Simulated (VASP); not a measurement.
Here is a VASP 6.6.1 calculation.

File INCAR:

```
PREC     = Accurate       # precision mode
ENCUT    = 600            # plane-wave cutoff, eV
EDIFF    = 1E-6           # SCF threshold, eV
ISMEAR   = 0              # smearing method
SIGMA    = 0.02           # smearing width, eV
LREAL    = False          # projectors in reciprocal space
LASPH    = True           # aspherical terms in the spheres
NELM     = 100            # most SCF steps
ALGO     = Normal         # electronic algorithm
ISIF     = 3              # what is computed and relaxed
LWAVE    = False          # write WAVECAR
LCHARG   = False          # write CHGCAR
GGA      = PE             # functional
IBRION   = 2              # ionic algorithm
NSW      = 100            # ionic steps
EDIFFG   = -0.005         # ionic threshold
```

KPOINTS

```
regular mesh
0
Gamma
  8 8 8
```

POSCAR

```
AgBr
1.0
    0.0000000000     -2.8860500000     -2.8860500000
    2.8860500000      0.0000000000     -2.8860500000
    2.8860500000     -2.8860500000      0.0000000000
Ag Br
1 1
Direct
    0.0000000000      0.0000000000      0.0000000000
    0.5000000000      0.5000000000      0.5000000000
```

Potentials or basis: VASP PAW PBE potentials, release 64 (Ag, Br).

Run with:

```console
$ cat potpaw_PBE.64/Ag/POTCAR potpaw_PBE.64/Br/POTCAR > POTCAR
$ mpirun -np 1 vasp_std > vasp.out
```

Predict the space group after relaxing (to 0.05 Å).

Fm-3m (No. 225).

Estimate the band gap on the k mesh.

0.69 eV, indirect (least direct gap 2.44 eV).

Final structure:
```yaml
crystal:
  lattice:
    - [0.00000, -2.91900, -2.91900]
    - [2.91900, 0.00000, -2.91900]
    - [2.91900, -2.91900, 0.00000]
  atoms:
    - { symbol: Ag, position: [0.00000, 0.00000, 0.00000] }
    - { symbol: Br, position: [0.50000, 0.50000, 0.50000] }
```

A k mesh can miss the band edges. PBE usually gives volumes a little too large and moduli too small.
